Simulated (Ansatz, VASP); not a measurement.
# In in VASP and in Ansatz

```xyz
1
Lattice="-1.6244 1.6244 2.2923 1.6244 -1.6244 2.2923 1.6244 1.6244 -2.2923" Properties=species:S:1:pos:R:3 pbc="T T T"
In    0.0000    0.0000    0.0000
```

Alike in both runs: task single point; functional PBE; k mesh 20 × 20 × 20; occupations gaussian, width 0.15 eV; no spin polarisation.

|  | VASP | Ansatz |
| --- | --- | --- |
| version | VASP 6.6.1 | Ansatz 0.2.0 |
| potentials or method | VASP PAW PBE potentials, release 64 (In_d), cutoff 520 eV | scalar-relativistic, plane waves, PAW |
| valence electrons in the cell | 13 | 13 |

```csv
,VASP,Ansatz,Ansatz less VASP
gap on the k mesh at the Fermi level (eV),none,none,-
pressure (GPa),6.2,6.3,+0.11
```

A gap of «none» marks a metal or a gap that the smearing closes. With one functional, cell and mesh, what is left measures potentials, basis and numerics.
